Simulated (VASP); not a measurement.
# GaP2 (P4/mmm) in VASP: a series of runs

Runs on GaP2. Level: PBE. Tasks: single point, relaxation of cell and atoms.

Program: VASP 6.6.1. These are calculated values, not measurements. Logs are shortened: lines on timing, memory, paths and dates and some standing lists are left out, and cuts for length are marked.

### Step 1. The cell of the first run

The structure is tetragonal, space group P4/mmm (No. 123). The conventional cell has a = 4.658 Å, b = 4.658 Å, c = 2.176 Å, α = 90.00°, β = 90.00°, γ = 90.00°. Ga (site symmetry 4/mmm) has 2 Ga at 2.18 Å and 4 P at 2.33 Å within 2.9 Å. P (site symmetry mmm) has 2 P at 2.18 Å and 2 Ga at 2.33 Å within 2.9 Å.

The cell was built from a structure type or drawn by symmetry, and may not be a known phase.

### Step 2. Single point, PBE

INCAR

```
SYSTEM = GaP2
PREC     = Accurate       ! precision mode
ENCUT    = 520            ! plane-wave cutoff, eV
EDIFF    = 1E-7           ! SCF threshold, eV
ISMEAR   = 0              ! smearing method
SIGMA    = 0.1            ! smearing width, eV
LREAL    = .False.        ! projectors in reciprocal space
LASPH    = .True.         ! aspherical terms in the spheres
NELM     = 80             ! most SCF steps
ALGO     = Normal         ! electronic algorithm
ISIF     = 2              ! what is computed and relaxed
LWAVE    = .False.        ! write WAVECAR
LCHARG   = .False.        ! write CHGCAR
GGA      = PE             ! functional
NBANDS   = 18             ! bands
```

KPOINTS

```
Automatic mesh
0
Gamma
  4 4 8
  0 0 0
```

POSCAR

```
GaP2
1.0
    4.6579152900      0.0000000000      0.0000000000
    0.0000000000      4.6579152900      0.0000000000
    0.0000000000      0.0000000000      2.1759898000
Ga P
1 2
Direct
    0.0000000000      0.0000000000      0.0000000000
    0.0000000000      0.5000000000      0.0000000000
    0.5000000000      0.0000000000      0.0000000000
```

Potentials or basis: VASP PAW PBE potentials, release 64 (Ga_d, P).

On the command line:

```sh
$ cat potpaw_PBE.64/Ga_d/POTCAR potpaw_PBE.64/P/POTCAR > POTCAR
$ mpirun -np 1 vasp_std > vasp.out
```

OUTCAR:

```text
SYSTEM = GaP2
   PREC = Accurate
   ENCUT = 520
   EDIFF = 1E-7
   ISMEAR = 0
   LREAL = .False.
   LASPH = .True.
   NELM = 80
   ISIF = 2
   GGA = PE

 ion  position               nearest neighbor table
   1  0.000  0.000  0.000-   2 2.33   3 2.33   2 2.33   3 2.33
   2  0.000  0.500  0.000-   1 2.33   1 2.33
   3  0.500  0.000  0.000-   1 2.33   1 2.33

  LATTYP: Found a simple tetragonal cell.
 ALAT       =     4.6579152900
 C/A-ratio  =     0.4671595906

  Lattice vectors:

 A1 = (   4.6579152900,   0.0000000000,   0.0000000000)
 A2 = (   0.0000000000,   4.6579152900,   0.0000000000)
 A3 = (   0.0000000000,   0.0000000000,   2.1759898000)

Analysis of symmetry for initial positions (statically):
=====================================================================
 Subroutine PRICEL returns:
 Original cell was already a primitive cell.

 Routine SETGRP: Setting up the symmetry group for a
 simple tetragonal supercell.

 Subroutine GETGRP returns: Found 16 space group operations
 (whereof 16 operations were pure point group operations)
 out of a pool of 16 trial point group operations.

The static configuration has the point symmetry D_4h.

Analysis of symmetry for dynamics (positions and initial velocities):
=====================================================================
 Subroutine PRICEL returns:
 Original cell was already a primitive cell.

 Routine SETGRP: Setting up the symmetry group for a
 simple tetragonal supercell.

 Subroutine GETGRP returns: Found 16 space group operations
 (whereof 16 operations were pure point group operations)
 out of a pool of 16 trial point group operations.

The dynamic configuration has the point symmetry D_4h.

 Subroutine INISYM returns: Found 16 space group operations
 (whereof 16 operations are pure point group operations),
 and found     1 'primitive' translations

----------------------------------------------------------------------------------------

                                     Primitive cell

  volume of cell :      47.2107

  direct lattice vectors                    reciprocal lattice vectors
     4.657915290  0.000000000  0.000000000     0.214688318  0.000000000  0.000000000
     0.000000000  4.657915290  0.000000000     0.000000000  0.214688318  0.000000000
     0.000000000  0.000000000  2.175989800     0.000000000  0.000000000  0.459560978

  length of vectors
     4.657915290  4.657915290  2.175989800     0.214688318  0.214688318  0.459560978

  position of ions in fractional coordinates (direct lattice)
     0.000000000  0.000000000  0.000000000
     0.000000000  0.500000000  0.000000000
     0.500000000  0.000000000  0.000000000

  ion indices of the primitive-cell ions
   primitive index   ion index
                 1           1
                 2           2
                 3           3

----------------------------------------------------------------------------------------

 KPOINTS: Automatic mesh

Automatic generation of k-mesh.
 Grid dimensions read from file:
 generate k-points for:    4    4    8

 Generating k-lattice:

  Cartesian coordinates                     Fractional coordinates (reciprocal lattice)
     0.053672080  0.000000000  0.000000000     0.250000000  0.000000000  0.000000000
     0.000000000  0.053672080  0.000000000     0.000000000  0.250000000  0.000000000
     0.000000000  0.000000000  0.057445122     0.000000000  0.000000000  0.125000000

  Length of vectors
     0.053672080  0.053672080  0.057445122

  Shift w.r.t. Gamma in fractional coordinates (k-lattice)
     0.000000000  0.000000000  0.000000000

 Subroutine IBZKPT returns following result:
 ===========================================

 Found     30 irreducible k-points:

 Following reciprocal coordinates:
            Coordinates               Weight
  0.000000  0.000000  0.000000      1.000000
  0.250000  0.000000  0.000000      4.000000
  0.500000  0.000000  0.000000      2.000000
  0.250000  0.250000  0.000000      4.000000
  0.500000  0.250000  0.000000      4.000000
  0.500000  0.500000  0.000000      1.000000
[... 16 lines left out ...]
  0.500000  0.250000  0.375000      8.000000
  0.500000  0.500000  0.375000      2.000000
 [... further k-points ...]
   k-points           NKPTS =     30   k-points in BZ     NKDIM =     30   number of bands    NBANDS=     18
   number of dos      NEDOS =    301   number of ions     NIONS =      3
   total plane-waves  NPLWV =  20736
   dimension x,y,z NGX =    36 NGY =   36 NGZ =   16
   dimension x,y,z NGXF=    72 NGYF=   72 NGZF=   32
   ions per type =               1   2
   NGX,Y,Z   is equivalent  to a cutoff of  12.85, 12.85, 12.22 a.u.
   NGXF,Y,Z  is equivalent  to a cutoff of  25.70, 25.70, 24.45 a.u.
 SYSTEM =  GaP2
   PREC   = accura    normal or accurate (medium, high low for compatibility)
   ISTART =      0    job   : 0-new  1-cont  2-samecut
   ICHARG =      2    charge: 1-file 2-atom 10-const
   ISPIN  =      1    spin polarized calculation?
   LNONCOLLINEAR =      F non collinear calculations
   LSORBIT =      F    spin-orbit coupling
   LASPH  =      T    aspherical Exc in radial PAW
   ENCUT  =  520.0 eV  38.22 Ry    6.18 a.u.   8.66  8.66  4.05*2*pi/ulx,y,z
   NELM   =     80;   NELMIN=  2; NELMDL= -5     # of ELM steps
   EDIFF  = 0.1E-06   stopping-criterion for ELM
   LREAL  =      F    real-space projection
   EDIFFG = 0.1E-05   stopping-criterion for IOM
   NSW    =      0    number of steps for IOM
   IBRION =     -1    ionic relax: 0-MD 1-quasi-New 2-CG
   NFREE  =      0    steps in history (QN), initial steepest desc. (CG)
   ISIF   =      2    stress and relaxation
   ISYM   =      2    0-nonsym 1-usesym 2-fastsym
   POTIM  = 0.5000    time-step for ionic-motion
   TEBEG  =    0.0;   TEEND  =   0.0 temperature during run
   PSTRESS=    0.0 pullay stress
   NELECT =      23.0000    total number of electrons
   NUPDOWN=      -1.0000    fix difference up-down
   EMIN   =  10.00;   EMAX   =-10.00  energy-range for DOS
   EFERMI =   0.00;   METHOD = LEGACY
   ISMEAR =     0;   SIGMA  =   0.10  broadening in eV -4-tet -1-fermi 0-gaus
   EFERMI_NEDOS =   21; number of points for ismear=-14 and -15
   IALGO  =     38    algorithm
   IMIX   =      4    mixing-type and parameters
     AMIX     =   0.40;   BMIX     =  1.00
     AMIX_MAG =   1.60;   BMIX_MAG =  1.00
  volume/ion in A,a.u.               =      15.74       106.20
  Fermi-wavevector in a.u.,A,eV,Ry     =   1.288163  2.434275 22.577011  1.659364
  Thomas-Fermi vector in A             =   2.420133
   LORBIT       =      0    0 simple, 1 ext, 2 COOP (PROOUT), +10 PAW based schemes
   GGA     = PE    functional components
   LHFCALC =     F    Hartree Fock is set to
   AEXX    =    0.0000 exact exchange contribution
   IVDW    =     0    specifies the selected vdW correction
   LEPSILON=     F    determine dielectric tensor
   LRPA    =     F    only Hartree local field effects (RPA)
 non-spin polarized calculation
 Gauss-broadening in eV      SIGMA  =   0.10
  energy-cutoff  :      520.00
  volume of cell :       47.21
 maximum number of plane-waves:      1304
 NGX is ok and might be reduce to    36
   NGX = 17   NGY = 17   NGZ =  9

 number of electron      23.0000004 magnetization

 Free energy of the ion-electron system (eV)
  ---------------------------------------------------
  ext. energy  EPLUGINS =         0.00000000
  ---------------------------------------------------
  free energy    TOTEN  =       -11.07136052 eV

  energy without entropy =      -11.06530250  energy(sigma->0) =      -11.06833151

 E-fermi :   7.5453     XC(G=0): -10.9391

 val. band max:        7.5141200671   @ k =   0.0000   0.0000   0.5000
 cond. band min:       7.5532237310   @ k =   0.5000   0.5000   0.5000
 fundamental gap:      0.0391036639
 Fermi energy:         7.5453093726

 k-point     1 :       0.0000    0.0000    0.0000
  band No.  band energies     occupation
      1      -8.7972      2.00000
      2      -8.2052      2.00000
      3      -8.0522      2.00000
      4      -7.6703      2.00000
      5      -7.2415      2.00000
      6      -7.2415      2.00000
[... 10 lines left out ...]
     17      18.8286      0.00000
     18      19.3823      0.00000

 k-point     2 :       0.2500    0.0000    0.0000
  band No.  band energies     occupation
      1      -8.7967      2.00000
      2      -8.1839      2.00000
      3      -7.6926      2.00000
      4      -7.6749      2.00000
      5      -7.2416      2.00000
      6      -7.2415      2.00000
[... 10 lines left out ...]
     17      19.1918      0.00000
     18      19.5761      0.00000

 k-point     3 :       0.5000    0.0000    0.0000
  band No.  band energies     occupation
      1      -8.7963      2.00000
      2      -8.1755      2.00000
      3      -7.6795      2.00000
      4      -7.2417      2.00000
      5      -7.2415      2.00000
      6      -6.8174      2.00000
[... 10 lines left out ...]
     17      16.5217      0.00000
     18      19.9620      0.00000

 k-point     4 :       0.2500    0.2500    0.0000
  band No.  band energies     occupation
      1      -8.7963      2.00000
      2      -8.0860      2.00000
      3      -7.6805      2.00000
      4      -7.4225      2.00000
      5      -7.2416      2.00000
      6      -7.2416      2.00000
[... 10 lines left out ...]
     17      17.2725      0.00000
     18      19.7472      0.00000

 k-point     5 :       0.5000    0.2500    0.0000
  band No.  band energies     occupation
      1      -8.7959      2.00000
      2      -8.0320      2.00000
      3      -7.6854      2.00000
      4      -7.2416      2.00000
      5      -7.2415      2.00000
      6      -6.6422      2.00000
[... 10 lines left out ...]
     17      18.2109      0.00000
     18      19.1839      0.00000

 k-point     6 :       0.5000    0.5000    0.0000
  band No.  band energies     occupation
      1      -8.7956      2.00000
      2      -7.8948      2.00000
      3      -7.6910      2.00000
      4      -7.2416      2.00000
      5      -7.2416      2.00000
      6      -6.2962      2.00000
[... 10 lines left out ...]
     17      17.6995      0.00000
     18      20.2032      0.00000

 k-point     7 :       0.0000    0.0000    0.1250
  band No.  band energies     occupation
      1      -8.5512      2.00000
      2      -8.1182      2.00000
      3      -7.6473      2.00000
      4      -7.5715      2.00000
      5      -7.3924      2.00000
      6      -7.3924      2.00000
[... 10 lines left out ...]
     17      19.2648      0.00000
     18      19.2654      0.00000

 k-point     8 :       0.2500    0.0000    0.1250
  band No.  band energies     occupation
      1      -8.5464      2.00000
      2      -8.0842      2.00000
      3      -7.6514      2.00000
      4      -7.4494      2.00000
      5      -7.3921      2.00000
      6      -7.1847      2.00000
[... 10 lines left out ...]
     17      16.0546      0.00000
     18      18.8218      0.00000
[... 229 lines left out ...]
     17      13.5596      0.00000
     18      15.0361      0.00000

 k-point    20 :       0.2500    0.0000    0.3750
  band No.  band energies     occupation
      1      -8.0471      2.00000
      2      -8.0319      2.00000
      3      -7.7674      2.00000
      4      -7.5383      2.00000
      5      -7.4196      2.00000
      6      -3.3674      2.00000
[... 10 lines left out ...]
     17      15.1965      0.00000
     18      16.3966      0.00000

 k-point    21 :       0.5000    0.0000    0.3750
  band No.  band energies     occupation
      1      -8.0606      2.00000
      2      -8.0316      2.00000
      3      -7.7538      2.00000
      4      -7.5400      2.00000
      5      -7.3998      2.00000
      6      -2.7416      2.00000
[... 10 lines left out ...]
     17      14.4265      0.00000
     18      15.6511      0.00000

 k-point    22 :       0.2500    0.2500    0.3750
  band No.  band energies     occupation
      1      -8.0468      2.00000
      2      -8.0465      2.00000
      3      -7.7485      2.00000
      4      -7.5401      2.00000
      5      -7.4041      2.00000
      6      -3.0814      2.00000
[... 10 lines left out ...]
     17      15.0215      0.00000
     18      16.3377      0.00000

 k-point    23 :       0.5000    0.2500    0.3750
  band No.  band energies     occupation
      1      -8.0600      2.00000
      2      -8.0462      2.00000
      3      -7.7320      2.00000
      4      -7.5419      2.00000
      5      -7.3874      2.00000
      6      -2.4699      2.00000
[... 10 lines left out ...]
     17      14.5212      0.00000
     18      15.8941      0.00000

 k-point    24 :       0.5000    0.5000    0.3750
  band No.  band energies     occupation
      1      -8.0594      2.00000
      2      -8.0594      2.00000
      3      -7.7128      2.00000
      4      -7.5438      2.00000
      5      -7.3736      2.00000
      6      -2.0578      2.00000
[... 10 lines left out ...]
     17      14.1690      0.00000
     18      15.4595      0.00000

 [... further k-points ...]

------------------------ aborting loop because EDIFF is reached ----------------------------------------

  FORCE on cell =-STRESS in cart. coord.  units (eV):
  Direction    XX          YY          ZZ          XY          YZ          ZX
  --------------------------------------------------------------------------------------
  -------------------------------------------------------------------------------------
  Total        8.0407897      8.0407897     12.3323507      0.0000000      0.0000000      0.0000000
  in kB      272.8784613    272.8784613    418.5201973      0.0000000      0.0000000      0.0000000
  external PRESSURE =     321.4257066 kB  Pullay stress =       0.0000000 kB

 VOLUME and BASIS-vectors are now :
 -----------------------------------------------------------------------------
  energy-cutoff  :      520.00
  volume of cell :       47.21
      direct lattice vectors                 reciprocal lattice vectors
     4.657915290  0.000000000  0.000000000     0.214688318  0.000000000  0.000000000
     0.000000000  4.657915290  0.000000000     0.000000000  0.214688318  0.000000000
     0.000000000  0.000000000  2.175989800     0.000000000  0.000000000  0.459560978

 POSITION                                       TOTAL-FORCE (eV/Angst)
 -----------------------------------------------------------------------------------
      0.00000      0.00000      0.00000         0.000000      0.000000      0.000000
      0.00000      2.32896      0.00000         0.000000      0.000000      0.000000
      2.32896      0.00000      0.00000         0.000000      0.000000      0.000000
 -----------------------------------------------------------------------------------
    total drift:                                0.000000     -0.000000      0.000000

  FREE ENERGIE OF THE ION-ELECTRON SYSTEM (eV)
  ---------------------------------------------------
  free  energy   TOTEN  =       -11.0713605193 eV

  energy  without entropy=      -11.0653025019  energy(sigma->0) =      -11.06833151
```

Wall time 18 s (1 thread of Intel Xeon 8259CL, shared host); peak memory 0.17 GiB.

What came out:

- Free energy: -11.0714 eV
- Pressure: 32.1 GPa
- Band gap on the k mesh: zero (an odd number of electrons rules out a gap without spin polarisation)

Levels at points of the mesh, in eV from the Fermi level:
```csv
k point,band 8,band 9,band 10,band 11,band 12,band 13,band 14,band 15
"(0.00, 0.00, 0.00)",-7.22,-7.22,-5.71,-1.98,-1.98,3.40,3.58,11.21
"(0.50, 0.00, 0.00)",-8.31,-6.75,-3.67,-3.48,0.98,1.97,7.44,8.11
"(0.50, 0.50, 0.00)",-11.65,-5.73,-1.57,-0.39,1.29,1.29,3.39,6.80
"(0.00, 0.00, 0.50)",-5.96,-4.59,-1.61,-1.61,-0.03,3.21,3.21,3.41
"(0.50, 0.00, 0.50)",-6.70,-6.52,-1.58,-1.19,-0.65,1.96,2.19,4.09
"(0.50, 0.50, 0.50)",-6.47,-6.47,-4.14,-3.43,0.01,3.27,3.56,4.59
```

Caveat: the k points lie up to 0.36 Å⁻¹ apart, too coarse for converged energies and pressures of a metal.

### Step 3. Single point, PBE

This run uses another cell than the first one, of 20.54 Å³/atom.

INCAR: that of step 2 with these lines changed.

```diff
@@ -3,3 +3,3 @@
 ENCUT    = 520            ! plane-wave cutoff, eV
-EDIFF    = 1E-7           ! SCF threshold, eV
+EDIFF    = 1E-6           ! SCF threshold, eV
 ISMEAR   = 0              ! smearing method
```

KPOINTS is that of step 2.

POSCAR

```
GaP2
1.0
    5.1290152028      0.0000000000      0.0000000000
    0.0000000000      5.1290152028      0.0000000000
    0.0000000000      0.0000000000      2.3428758096
Ga P
1 2
Direct
    0.0000000000      0.0000000000      0.0000000000
    0.0000000000      0.5000000000      0.0000000000
    0.5000000000      0.0000000000      0.0000000000
```

Potentials or basis: VASP PAW PBE potentials, release 64 (Ga_d, P).

On the command line:

```sh
$ cat potpaw_PBE.64/Ga_d/POTCAR potpaw_PBE.64/P/POTCAR > POTCAR
$ mpirun -np 1 vasp_std > vasp.out
```

It took 22 s on 1 thread of Intel Xeon 8259CL, shared host; peak memory 0.19 GiB.

It converged, with:

```yaml
Free_energy: -12.2012 eV
Pressure: 0.2 GPa
Band_gap_on_the_k_mesh: zero (an odd number of electrons rules out a gap without spin polarisation)
```

Stress tensor (GPa, compression positive):
```
 0.35  0.00  0.00
 0.00  0.35  0.00
 0.00  0.00 -0.01
```

Levels at points of the mesh, in eV from the Fermi level:
```csv
k point,band 7,band 8,band 9,band 10,band 11,band 12,band 13,band 14,band 15,band 16
"(0.00, 0.00, 0.00)",-11.43,-5.78,-5.51,-5.51,-1.60,-1.60,3.92,4.24,8.59,8.59
"(0.50, 0.00, 0.00)",-12.41,-7.64,-5.18,-2.79,-2.56,0.18,1.97,6.77,7.09,7.69
"(0.50, 0.50, 0.00)",-12.37,-9.65,-4.16,-1.57,-0.55,1.25,1.25,1.75,6.89,6.89
"(0.00, 0.00, 0.50)",-6.27,-5.71,-5.05,-1.02,-1.02,-0.15,1.81,2.42,2.42,4.15
"(0.50, 0.00, 0.50)",-6.73,-5.76,-5.42,-1.40,-1.13,-0.73,1.70,1.71,4.66,5.69
"(0.50, 0.50, 0.50)",-6.68,-5.40,-5.40,-3.55,-2.26,0.41,2.24,3.28,4.55,7.06
```

(Continued in part 2 of 2.)
